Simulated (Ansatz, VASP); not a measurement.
## CoO in VASP and in Ansatz

File INCAR:

```
SYSTEM = CoO
PREC = Accurate ; ENCUT = 520
EDIFF = 1E-6 ; ISMEAR = 0
SIGMA = 0.02 ; LREAL = .False.
LASPH = .True. ; NELM = 150
ALGO = Normal ; ISIF = 2
LWAVE = .False. ; LCHARG = .False.
ISPIN = 2 ; MAGMOM = 3 -3 0 0
LORBIT = 11 ; LMAXMIX = 4
LDAU = .True. ; LDAUTYPE = 2
LDAUL = 2 -1 ; LDAUU = 3.32 0
LDAUJ = 0 0 ; LDAUPRINT = 1
GGA = PE ; NBANDS = 27
```

KPOINTS

```
Automatic mesh
0
Gamma
  10 10 5
  0 0 0
```

The input POSCAR:

```
CoO
1.0
    2.6612513074      0.0000000000      0.0000000000
    0.0000000000      2.6612513074      2.6612513074
    0.0000000000      0.0000000000      5.3225026149
Co O
2 2
Direct
    0.0000000000      1.0000000000      1.0000000000
    0.0000000000      1.0000000000      0.5000000000
    0.5000000000      0.5000000000      0.0000000000
    0.5000000000      0.5000000000      0.5000000000
```

Input for Ansatz:

```yaml
crystal:
  lattice:
    - [2.6612513074, 0.0, 0.0]
    - [0.0, 2.6612513074, 2.6612513074]
    - [0.0, 0.0, 5.3225026149]
  atoms:
    - { symbol: Co, position: [0.0, 1.0, 1.0], spin: 3.0 }
    - { symbol: O, position: [0.5, 0.5, 0.0] }
    - { symbol: Co, position: [0.0, 1.0, 0.5], spin: -3.0 }
    - { symbol: O, position: [0.5, 0.5, 0.5] }
basis:
  ecutwfc: 420
kpoints:
  mp_grid: { grid: [10, 10, 5] }
hamiltonian:
  xc: pbe
  hubbard: { sites: [{ species: Co, l: d, u_eff: 3.32 }] }
scf:
  occupations: { method: gaussian, width: 0.02 }
output:
  forces: true
  stress: true
  eigenvalues: true
  populations: true
magnetization:
  spin_polarized: true
```

Alike in both runs: task single point; functional PBE; k mesh 10 × 10 × 5; occupations gaussian, width 0.02 eV; collinear spin; Hubbard terms Co d U = 3.32 eV.

|  | VASP | Ansatz |
| --- | --- | --- |
| version | VASP 6.6.1 | Ansatz 0.2.0 |
| potentials or method | VASP PAW PBE potentials, release 64 (Co, O), cutoff 520 eV | scalar-relativistic, plane waves, PAW |
| valence electrons in the cell | 30 | 46 |

|  | VASP | Ansatz | Ansatz less VASP |
| --- | --- | --- | --- |
| gap on the k mesh at the Fermi level (eV) | 1.24 | 1.08 | -0.159 |
| least direct gap on the mesh (eV) | 1.73 | 1.65 | -0.087 |
| pressure (GPa) | -4.2 | -0.3 | +3.87 |
| net moment per atom (μB) | 0.00 | 0.00 | 0.000 |
| size of the moment on the site where the two differ most (μB) | 2.70 | 2.61 | -0.087 |

Site moments also hang on the region over which each program counts them. The programs project onto different local orbitals, so the same U acts differently, and such runs can settle in different states. VASP's potentials hold 30 valence electrons a cell and Ansatz's 46, so a difference there can come from the potentials and not from the codes.
